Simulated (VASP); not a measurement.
# Zr3S2 (R32) in VASP: a series of runs

The runs below take Zr3S2 through single point, with PBEsol+U.

Program: VASP 6.6.1. These are calculated values, not measurements. Logs are shortened: lines on timing, memory, paths and dates and some standing lists are left out, and cuts for length are marked.

### Step 1. The cell of the first run

The structure is trigonal, space group R32 (No. 155). Conventional cell: a = 5.833 Å, b = 5.833 Å, c = 10.761 Å, α = 90.00°, β = 90.00°, γ = 120.00°. Zr (site symmetry 2) has 4 S at 2.63 to 2.65 Å and 8 Zr at 3.34 to 3.59 Å within 3.6 Å. Within 3.5 Å of S (site symmetry 3) lie 6 Zr at 2.63 to 2.65 Å and 3 S at 3.37 Å.

### Step 2. Single point, PBEsol+U

File INCAR:

```
ALGO     = Normal         # electronic algorithm
EDIFF    = 1E-6           # SCF threshold, eV
ENCUT    = 520            # plane-wave cutoff, eV
GGA      = PS             # functional
ISIF     = 2              # what is computed and relaxed
ISMEAR   = -1             # smearing method
LASPH    = T              # aspherical terms in the spheres
LCHARG   = F              # write CHGCAR
LDAU     = T              # DFT+U
LDAUJ    = 0 0          
LDAUL    = 2 -1           # shell
LDAUPRINT= 1            
LDAUTYPE = 2            
LDAUU    = 6 0            # U, eV
LMAXMIX  = 4              # l up to which the mixer works
LREAL    = F              # projectors in reciprocal space
LWAVE    = F              # write WAVECAR
NBANDS   = 32             # bands
NELM     = 150            # most SCF steps
PREC     = Accurate       # precision mode
SIGMA    = 0.05           # smearing width, eV
```

File KPOINTS:

```
k-points
0
Gamma
  6 6 6
```

File POSCAR:

```
Zr3S2
1.0
    2.9165506505      1.6838713032      3.5869370564
   -2.9165506505      1.6838713032      3.5869370564
    0.0000000000     -3.3677426063      3.5869370564
Zr S
3 2
Direct
    0.8308879742      0.5000000000      0.1691120258
    0.5000000000      0.1691120258      0.8308879742
    0.1691120258      0.8308879742      0.5000000000
    0.6693076297      0.6693076297      0.6693076297
    0.3306923703      0.3306923703      0.3306923703
```

Potentials or basis: VASP PAW PBE potentials, release 64 (Zr_sv, S).

Launch:

```bash
> cat potpaw_PBE.64/Zr_sv/POTCAR potpaw_PBE.64/S/POTCAR > POTCAR
> mpirun -np 1 vasp_std > vasp.out
```

OUTCAR:

```text
EDIFF = 1E-6
   ENCUT = 520
   GGA = PS
   ISIF = 2
   ISMEAR = -1
   LASPH = T
   LREAL = F
   NELM = 150
   PREC = Accurate

 ion  position               nearest neighbor table
   1  0.831  0.500  0.169-   4 2.63   5 2.63   4 2.65   5 2.65   2 3.34   3 3.34   3 3.38   2 3.38
                             2 3.38   3 3.38   2 3.59   3 3.59
   2  0.500  0.169  0.831-   5 2.63   4 2.63   5 2.65   4 2.65   1 3.34   3 3.34   3 3.38   1 3.38
                             1 3.38   3 3.38   1 3.59   3 3.59
   3  0.169  0.831  0.500-   4 2.63   5 2.63   4 2.65   5 2.65   2 3.34   1 3.34   1 3.38   2 3.38
                             1 3.38   2 3.38   1 3.59   2 3.59
   4  0.669  0.669  0.669-   1 2.63   2 2.63   3 2.63   1 2.65   3 2.65   2 2.65
   5  0.331  0.331  0.331-   2 2.63   1 2.63   3 2.63   2 2.65   3 2.65   1 2.65

  LATTYP: Found a trigonal (rhomboedric) cell.
 ALAT       =     4.9201430578
 COS(alpha) =     0.2972294064

  Lattice vectors:

 A1 = (   2.9165506505,   1.6838713032,   3.5869370564)
 A2 = (  -2.9165506505,   1.6838713032,   3.5869370564)
 A3 = (   0.0000000000,  -3.3677426063,   3.5869370564)

Analysis of symmetry for initial positions (statically):
=====================================================================
 Subroutine PRICEL returns:
 Original cell was already a primitive cell.

 Routine SETGRP: Setting up the symmetry group for a
 trigonal (rhombohedral) supercell.

 Subroutine GETGRP returns: Found  6 space group operations
 (whereof  6 operations were pure point group operations)
 out of a pool of 12 trial point group operations.

The static configuration has the point symmetry D_3 .

Analysis of symmetry for dynamics (positions and initial velocities):
=====================================================================
 Subroutine PRICEL returns:
 Original cell was already a primitive cell.

 Routine SETGRP: Setting up the symmetry group for a
 trigonal (rhombohedral) supercell.

 Subroutine GETGRP returns: Found  6 space group operations
 (whereof  6 operations were pure point group operations)
 out of a pool of 12 trial point group operations.

The dynamic configuration has the point symmetry D_3 .

 Subroutine INISYM returns: Found  6 space group operations
 (whereof  6 operations are pure point group operations),
 and found     1 'primitive' translations

----------------------------------------------------------------------------------------

                                     Primitive cell

  volume of cell :     105.6948

  direct lattice vectors                    reciprocal lattice vectors
     2.916550651  1.683871303  3.586937056     0.171435391  0.098978269  0.092929797
    -2.916550651  1.683871303  3.586937056    -0.171435391  0.098978269  0.092929797
     0.000000000 -3.367742606  3.586937056     0.000000000 -0.197956538  0.092929797

  length of vectors
     4.920143058  4.920143058  4.920143058     0.218684106  0.218684106  0.218684106

  position of ions in fractional coordinates (direct lattice)
     0.830887974  0.500000000  0.169112026
     0.500000000  0.169112026  0.830887974
     0.169112026  0.830887974  0.500000000
     0.669307630  0.669307630  0.669307630
     0.330692370  0.330692370  0.330692370

  ion indices of the primitive-cell ions
   primitive index   ion index
                 1           1
                 2           2
                 3           3
[... 31 lines left out ...]
  0.000000  0.000000  0.000000      1.000000
  0.166667 -0.000000 -0.000000      6.000000
  0.333333 -0.000000 -0.000000      6.000000
  0.500000  0.000000 -0.000000      3.000000
  0.166667  0.166667 -0.000000      6.000000
  0.333333  0.166667 -0.000000     12.000000
[... 16 lines left out ...]
  0.500000  0.500000  0.166667      6.000000
 -0.333333  0.500000  0.166667     12.000000
 [... further k-points ...]
   k-points           NKPTS =     32   k-points in BZ     NKDIM =     32   number of bands    NBANDS=     32
   number of dos      NEDOS =    301   number of ions     NIONS =      5
   total plane-waves  NPLWV =  64000
   dimension x,y,z NGX =    40 NGY =   40 NGZ =   40
   dimension x,y,z NGXF=    80 NGYF=   80 NGZF=   80
   ions per type =               3   2
   NGX,Y,Z   is equivalent  to a cutoff of  13.52, 13.52, 13.52 a.u.
   NGXF,Y,Z  is equivalent  to a cutoff of  27.03, 27.03, 27.03 a.u.
 SYSTEM =  unknown system
   PREC   = accura    normal or accurate (medium, high low for compatibility)
   ISTART =      0    job   : 0-new  1-cont  2-samecut
   ICHARG =      2    charge: 1-file 2-atom 10-const
   ISPIN  =      1    spin polarized calculation?
   LNONCOLLINEAR =      F non collinear calculations
   LSORBIT =      F    spin-orbit coupling
   LASPH  =      T    aspherical Exc in radial PAW
   ENCUT  =  520.0 eV  38.22 Ry    6.18 a.u.   9.15  9.15  9.15*2*pi/ulx,y,z
   NELM   =    150;   NELMIN=  2; NELMDL= -5     # of ELM steps
   EDIFF  = 0.1E-05   stopping-criterion for ELM
   LREAL  =      F    real-space projection
   EDIFFG = 0.1E-04   stopping-criterion for IOM
   NSW    =      0    number of steps for IOM
   IBRION =     -1    ionic relax: 0-MD 1-quasi-New 2-CG
   NFREE  =      0    steps in history (QN), initial steepest desc. (CG)
   ISIF   =      2    stress and relaxation
   ISYM   =      2    0-nonsym 1-usesym 2-fastsym
   POTIM  = 0.5000    time-step for ionic-motion
   TEBEG  =    0.0;   TEEND  =   0.0 temperature during run
   PSTRESS=    0.0 pullay stress
   NELECT =      48.0000    total number of electrons
   NUPDOWN=      -1.0000    fix difference up-down
   EMIN   =  10.00;   EMAX   =-10.00  energy-range for DOS
   EFERMI =   0.00;   METHOD = LEGACY
   ISMEAR =    -1;   SIGMA  =   0.05  broadening in eV -4-tet -1-fermi 0-gaus
   EFERMI_NEDOS =   21; number of points for ismear=-14 and -15
   IALGO  =     38    algorithm
   IMIX   =      4    mixing-type and parameters
     AMIX     =   0.40;   BMIX     =  1.00
     AMIX_MAG =   1.60;   BMIX_MAG =  1.00
  volume/ion in A,a.u.               =      21.14       142.65
  Fermi-wavevector in a.u.,A,eV,Ry     =   1.258358  2.377951 21.544336  1.583464
  Thomas-Fermi vector in A             =   2.391971
   LORBIT       =      0    0 simple, 1 ext, 2 COOP (PROOUT), +10 PAW based schemes
 LDA+U is selected, type is set to LDAUTYPE =  2
   angular momentum for each species LDAUL =     2   -1
   U (eV)           for each species LDAUU =   6.0  0.0
   J (eV)           for each species LDAUJ =   0.0  0.0
   GGA     = PS    functional components
   LHFCALC =     F    Hartree Fock is set to
   AEXX    =    0.0000 exact exchange contribution
   IVDW    =     0    specifies the selected vdW correction
   LEPSILON=     F    determine dielectric tensor
   LRPA    =     F    only Hartree local field effects (RPA)
 non-spin polarized calculation
  energy-cutoff  :      520.00
  volume of cell :      105.69
 maximum number of plane-waves:      2858
 NGX is ok and might be reduce to    40
   NGX = 19   NGY = 19   NGZ = 19

atom =   1  type =  1  l = 2

 onsite density matrix

spin component  1
[... 83 lines left out ...]
  o =  0.0826  v =  0.0000 -0.9643  0.2014  0.0000 -0.1718  0.0000  0.0000  0.0000  0.0000  0.0000      0.0000  0.0000  0.0000  0.0000  0.0000  0.0000  0.0000  0.0000  0.0000  0.0000
  o =  0.0826  v =  0.0000  0.0000  0.0000  0.0000  0.0000  0.0000 -0.9643  0.2014  0.0000 -0.1718      0.0000  0.0000  0.0000  0.0000  0.0000  0.0000  0.0000  0.0000  0.0000  0.0000
  o =  0.0946  v =  0.0000  0.0000  0.0000  0.0000  0.0000 -0.1494  0.0000 -0.0000  0.9888  0.0000      0.0000  0.0000  0.0000  0.0000  0.0000  0.0000  0.0000  0.0000  0.0000  0.0000
  o =  0.0946  v = -0.1494  0.0000 -0.0000  0.9888  0.0000  0.0000  0.0000  0.0000  0.0000  0.0000      0.0000  0.0000  0.0000  0.0000  0.0000  0.0000  0.0000  0.0000  0.0000  0.0000
  o =  0.1516  v =  0.0000 -0.1727  0.0134  0.0000  0.9849  0.0000  0.0000  0.0000  0.0000  0.0000      0.0000  0.0000  0.0000  0.0000  0.0000  0.0000  0.0000  0.0000  0.0000  0.0000
  o =  0.1516  v =  0.0000  0.0000  0.0000  0.0000  0.0000  0.0000 -0.1727  0.0134  0.0000  0.9849      0.0000  0.0000  0.0000  0.0000  0.0000  0.0000  0.0000  0.0000  0.0000  0.0000
  o =  0.1629  v = -0.9888  0.0000  0.0000 -0.1494 -0.0000  0.0000  0.0000  0.0000  0.0000  0.0000      0.0000  0.0000  0.0000  0.0000  0.0000  0.0000  0.0000  0.0000  0.0000  0.0000
  o =  0.1629  v =  0.0000  0.0000  0.0000  0.0000  0.0000 -0.9888  0.0000  0.0000 -0.1494 -0.0000      0.0000  0.0000  0.0000  0.0000  0.0000  0.0000  0.0000  0.0000  0.0000  0.0000
  o =  0.1873  v =  0.0000  0.0000  0.0000  0.0000  0.0000  0.0000  0.2007  0.9794  0.0000  0.0218      0.0000  0.0000  0.0000  0.0000  0.0000  0.0000  0.0000  0.0000  0.0000  0.0000
  o =  0.1873  v =  0.0000  0.2007  0.9794  0.0000  0.0218  0.0000  0.0000  0.0000  0.0000  0.0000      0.0000  0.0000  0.0000  0.0000  0.0000  0.0000  0.0000  0.0000  0.0000  0.0000

 number of electron      47.9999999 magnetization

 Free energy of the ion-electron system (eV)
  ---------------------------------------------------
  ext. energy  EPLUGINS =         0.00000000
  ---------------------------------------------------
  free energy    TOTEN  =       -30.30944116 eV

  energy without entropy =      -30.29531196  energy(sigma->0) =      -30.30237656

 E-fermi :   8.9937     XC(G=0): -10.9125

 val. band max:        8.9898393778   @ k =   0.5000   0.1667   0.1667
 cond. band min:       9.0057276286   @ k =   0.0000   0.0000   0.0000
 fundamental gap:      0.0158882508
 Fermi energy:         8.9936675620

 k-point     1 :       0.0000    0.0000    0.0000
  band No.  band energies     occupation
      1     -41.6142      2.00000
      2     -41.5481      2.00000
      3     -41.5481      2.00000
      4     -19.7021      2.00000
      5     -19.6973      2.00000
      6     -19.6973      2.00000
[... 829 lines left out ...]
     31      12.0479      0.00000
     32      12.4605      0.00000

 [... further k-points ...]

------------------------ aborting loop because EDIFF is reached ----------------------------------------

  FORCE on cell =-STRESS in cart. coord.  units (eV):
  Direction    XX          YY          ZZ          XY          YZ          ZX
  --------------------------------------------------------------------------------------
  -------------------------------------------------------------------------------------
  Total        1.2393204      1.2393204      0.0636498      0.0000000      0.0000000     -0.0000000
  in kB       18.7862790     18.7862790      0.9648369      0.0000000      0.0000000     -0.0000000
  external PRESSURE =      12.8457983 kB  Pullay stress =       0.0000000 kB

 VOLUME and BASIS-vectors are now :
 -----------------------------------------------------------------------------
  energy-cutoff  :      520.00
  volume of cell :      105.69
      direct lattice vectors                 reciprocal lattice vectors
     2.916550651  1.683871303  3.586937056     0.171435391  0.098978269  0.092929797
    -2.916550651  1.683871303  3.586937056    -0.171435391  0.098978269  0.092929797
     0.000000000 -3.367742606  3.586937056     0.000000000 -0.197956538  0.092929797

 POSITION                                       TOTAL-FORCE (eV/Angst)
 -----------------------------------------------------------------------------------
      0.96505      1.67152      5.38041         0.191544      0.331764      0.000000
      0.96505     -1.67152      5.38041         0.191544     -0.331764      0.000000
     -1.93010      0.00000      5.38041        -0.383088      0.000000      0.000000
      0.00000      0.00000      7.20229         0.000000     -0.000000     -0.282520
      0.00000      0.00000      3.55852         0.000000      0.000000      0.282520
 -----------------------------------------------------------------------------------
    total drift:                                0.000000     -0.000000      0.000000

  FREE ENERGIE OF THE ION-ELECTRON SYSTEM (eV)
  ---------------------------------------------------
  free  energy   TOTEN  =       -30.3094411627 eV

  energy  without entropy=      -30.2953119576  energy(sigma->0) =      -30.30237656
```

It took 57 s on 1 thread of Intel Xeon 6975P-C (Granite Rapids), shared host; peak memory 0.28 GiB.

Results:

- Free energy: -30.3094 eV
- Pressure: 1.3 GPa
- Largest force: 0.383 eV/Å
- Band gap on the k mesh: zero (bands 24 and 25 overlap by 0.46 eV)

Forces in eV/Å, atoms in the order of the input:
```
Zr   0.192  0.332  0.000
Zr   0.192 -0.332  0.000
Zr  -0.383  0.000  0.000
S    0.000  0.000 -0.283
S    0.000  0.000  0.283
```

Stress tensor (GPa, compression positive):
```
1.88 0.00 0.00
0.00 1.88 0.00
0.00 0.00 0.10
```

Levels at points of the mesh, in eV from the Fermi level:
```
           k point  band 20  band 21  band 22  band 23  band 24  band 25  band 26  band 27  band 28  band 29
(0.00, 0.00, 0.00)    -4.28    -2.93    -1.61     0.01     0.01     0.92     0.92     1.84     3.34     3.34
(0.50, 0.00, 0.00)    -3.76    -1.28    -1.25    -0.65    -0.60    -0.27     1.46     1.89     2.10     2.74
(0.50, 0.50, 0.00)    -3.89    -1.67    -1.15    -1.02    -0.27     0.17     1.02     2.19     2.19     2.63
(0.50, 0.50, 0.50)    -4.44    -1.06    -0.39    -0.08    -0.08     0.71     0.71     1.47     1.47     1.94
```

Eigenvalues of the final occupation matrices:
```
    site  spin  trace               eigenvalues
site 1 d     1   0.68  0.08 0.09 0.15 0.16 0.19
site 1 d     2   0.68  0.08 0.09 0.15 0.16 0.19
site 2 d     1   0.68  0.08 0.09 0.15 0.16 0.19
site 2 d     2   0.68  0.08 0.09 0.15 0.16 0.19
site 3 d     1   0.68  0.08 0.09 0.15 0.16 0.19
site 3 d     2   0.68  0.08 0.09 0.15 0.16 0.19
```

Caveat: the PAW data sets were made with another functional, which shifts forces and pressure a little; U without spin polarisation on a metal has little footing.

### Step 3. Single point, PBEsol+U

This run uses another cell than the first one, of 26.36 Å³/atom.

File INCAR:

```
PREC     = Accurate       # precision mode
ENCUT    = 520            # plane-wave cutoff, eV
EDIFF    = 1E-6           # SCF threshold, eV
ISMEAR   = -1             # smearing method
SIGMA    = 0.05           # smearing width, eV
LREAL    = False          # projectors in reciprocal space
LASPH    = True           # aspherical terms in the spheres
NELM     = 150            # most SCF steps
ALGO     = Normal         # electronic algorithm
ISIF     = 2              # what is computed and relaxed
LWAVE    = False          # write WAVECAR
LCHARG   = False          # write CHGCAR
LMAXMIX  = 4              # l up to which the mixer works
LDAU     = True           # DFT+U
LDAUTYPE = 2            
LDAUL    = 2 -1           # shell
LDAUU    = 8 0            # U, eV
LDAUJ    = 0 0          
LDAUPRINT= 1            
GGA      = PS             # functional
NBANDS   = 32             # bands
```

File KPOINTS:

```
regular mesh
0
Gamma
  6 6 6
```

File POSCAR:

```
Zr3S2
1.0
    3.1352987880      1.8101655993      3.8710665792
   -3.1352987880      1.8101655993      3.8710665792
    0.0000000000     -3.6203311985      3.8710665792
Zr S
3 2
Direct
    0.8817977547      0.5000000000      0.1182022453
    0.5000000000      0.1182022453      0.8817977547
    0.1182022453      0.8817977547      0.5000000000
    0.6593911903      0.6593911903      0.6593911903
    0.3406088097      0.3406088097      0.3406088097
```

Potentials or basis: VASP PAW PBE potentials, release 64 (Zr_sv, S).

Launch:

```bash
> cat potpaw_PBE.64/Zr_sv/POTCAR potpaw_PBE.64/S/POTCAR > POTCAR
> mpirun -np 1 vasp_std > vasp.out
```

Wall time 68 s (1 thread of Intel Xeon 6975P-C (Granite Rapids), shared host); peak memory 0.28 GiB.

The run converged. Its results:

```yaml
Free_energy: -25.0373 eV
Pressure: -12.7 GPa
Largest_force: 1.544 eV/Å
Band_gap_on_the_k_mesh: zero (bands 24 and 25 overlap by 0.25 eV)
```

Forces on the atoms (eV/Å):
```
Zr  -0.772 -1.337  0.000
Zr  -0.772  1.337  0.000
Zr   1.544  0.000  0.000
S    0.000  0.000  0.147
S    0.000  0.000 -0.147
```

Stress tensor (GPa, compression positive):
```
-12.61   0.00   0.00
  0.00 -12.61   0.00
  0.00   0.00 -12.91
```

Levels at points of the mesh, in eV from the Fermi level:
| k point | band 20 | band 21 | band 22 | band 23 | band 24 | band 25 | band 26 | band 27 | band 28 | band 29 |
| --- | --- | --- | --- | --- | --- | --- | --- | --- | --- | --- |
| (0.00, 0.00, 0.00) | -3.62 | -3.29 | -1.19 | -0.07 | -0.07 | 0.80 | 0.80 | 1.36 | 1.53 | 2.16 |
| (0.50, 0.00, 0.00) | -3.34 | -1.61 | -1.18 | -0.62 | -0.49 | 0.41 | 0.62 | 1.06 | 1.67 | 2.02 |
| (0.50, 0.50, 0.00) | -3.14 | -1.32 | -1.10 | -0.93 | -0.30 | -0.01 | 1.05 | 1.40 | 1.56 | 2.18 |
| (0.50, 0.50, 0.50) | -3.88 | -1.11 | -0.80 | -0.01 | -0.01 | 0.75 | 0.75 | 1.33 | 1.33 | 1.46 |

Eigenvalues of the final occupation matrices:
| site | spin | trace | eigenvalues |
| --- | --- | --- | --- |
| site 1 d | 1 | 0.54 | 0.05 0.07 0.12 0.14 0.16 |
| site 1 d | 2 | 0.54 | 0.05 0.07 0.12 0.14 0.16 |
| site 2 d | 1 | 0.54 | 0.05 0.07 0.12 0.14 0.16 |
| site 2 d | 2 | 0.54 | 0.05 0.07 0.12 0.14 0.16 |
| site 3 d | 1 | 0.54 | 0.05 0.07 0.12 0.14 0.16 |
| site 3 d | 2 | 0.54 | 0.05 0.07 0.12 0.14 0.16 |

Caveat: the cell stands under tension; the PAW data sets were made with another functional, which shifts forces and pressure a little; U without spin polarisation on a metal has little footing.
